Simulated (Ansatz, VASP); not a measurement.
## Zr in VASP and in Ansatz

INCAR

```
SYSTEM = Zr
  PREC = Accurate
  ENCUT = 520
  EDIFF = 1E-7
  ISMEAR = 0
  SIGMA = 0.027000000000000003
  LREAL = .FALSE.
  LASPH = .TRUE.
  NELM = 80
  ALGO = Normal
  ISIF = 2
  LWAVE = .FALSE.
  LCHARG = .TRUE.
  GGA = PE
  LELF = .TRUE.
  LVHAR = .TRUE.
  NBANDS = 19
```

File KPOINTS:

```
regular mesh
0
G
  9 9 5
  0 0 0
```

POSCAR

```
Zr
1.0
    3.2320000000      0.0000000000      0.0000000000
   -1.6160000000      2.7989941050      0.0000000000
    0.0000000000      0.0000000000      5.1470000000
Zr
2
Direct
    0.6666666667      0.3333333333      0.7500000000
    0.3333333333      0.6666666667      0.2500000000
```

input.yaml

```yaml
crystal:
  lattice:
    - [3.232, 0.0, 0.0]
    - [-1.616, 2.798994105, 0.0]
    - [0.0, 0.0, 5.147]
  atoms:
    - { symbol: Zr, position: [0.6666666667, 0.3333333333, 0.75] }
    - { symbol: Zr, position: [0.3333333333, 0.6666666667, 0.25] }
kpoints:
  mp_grid: { grid: [9, 9, 5] }
scf:
  occupations: { method: gaussian, width: 0.027 }
hamiltonian:
  xc: pbe
  pseudopotentials: { kind: all_electron, lapw: { basis_error: 0.001 } }
output:
  forces: true
  stress: true
  eigenvalues: true
```

Alike in both runs: task single point; functional PBE; k mesh 9 × 9 × 5; occupations gaussian, width 0.027 eV; no spin polarisation.

|  | VASP | Ansatz |
| --- | --- | --- |
| version | VASP 6.6.1 | Ansatz 0.2.0 |
| potentials or method | VASP PAW PBE potentials, release 64 (Zr_sv), cutoff 520 eV | all-electron LAPW, scalar-relativistic |

|  | VASP | Ansatz | Ansatz less VASP |
| --- | --- | --- | --- |
| gap on the k mesh at the Fermi level (eV) | none | none | - |
| pressure (GPa) | 0.6 | 0.6 | +0.01 |
| traceless stress, the component that is largest in VASP (GPa) | 0.72 | 0.72 | +0.002 |

A gap of «none» marks a metal or a gap that the smearing closes. Ansatz ran all-electron here, and VASP with PAW potentials.
